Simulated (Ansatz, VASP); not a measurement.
**Two plane-wave programs on CsCdCl3**

```xyz
5
Lattice="5.2000 0.0000 0.0000 0.0000 5.2000 0.0000 0.0000 0.0000 5.2000" Properties=species:S:1:pos:R:3 pbc="T T T"
Cs    0.0000    0.0000    0.0000
Cd    2.6000    2.6000    2.6000
Cl    0.0750    2.6000    2.6000
Cl    2.6750    0.0000    2.6000
Cl    2.6750    2.6000    0.0000
```

Change from the starting cell: all Cl atoms moved +0.075 Å, as atom 3 along Cartesian [1 0 0].

Alike in both runs: task single point; functional LDA; k mesh 6 × 6 × 6; occupations gaussian, width 0.05 eV; no spin polarisation.

```csv
,VASP,Ansatz
version,VASP 6.6.1,Ansatz 0.2.0
potentials or method,"VASP PAW LDA potentials, release 64 (Cs_sv, Cd, Cl), cutoff 520 eV","scalar-relativistic, plane waves, PAW"
valence electrons in the cell,42,50
```

VASP gave:

| Property | Result |
| --- | --- |
| gap on the k mesh at the Fermi level (eV) | 1.55 |
| least direct gap on the mesh (eV) | 2.12 |
| pressure (GPa) | -1.6 |
| traceless stress, the component that is largest in VASP (GPa) | 0.17 |
| rms of the force components (eV/Å) | 0.099 |

Which values does Ansatz return?

gap on the k mesh at the Fermi level (eV): 1.52; least direct gap on the mesh (eV): 2.10; pressure (GPa): -1.8; traceless stress, the component that is largest in VASP (GPa): 0.16; rms of the force components (eV/Å): 0.091.

LDA's correlation is that of Perdew and Zunger in VASP and of Perdew and Wang (1992) in Ansatz. Atom by atom the forces differ by 0.008 eV/Å (rms over components). VASP's potentials hold 42 valence electrons a cell and Ansatz's 50, so a difference there can come from the potentials and not from the codes.

Spin-orbit coupling is off throughout.
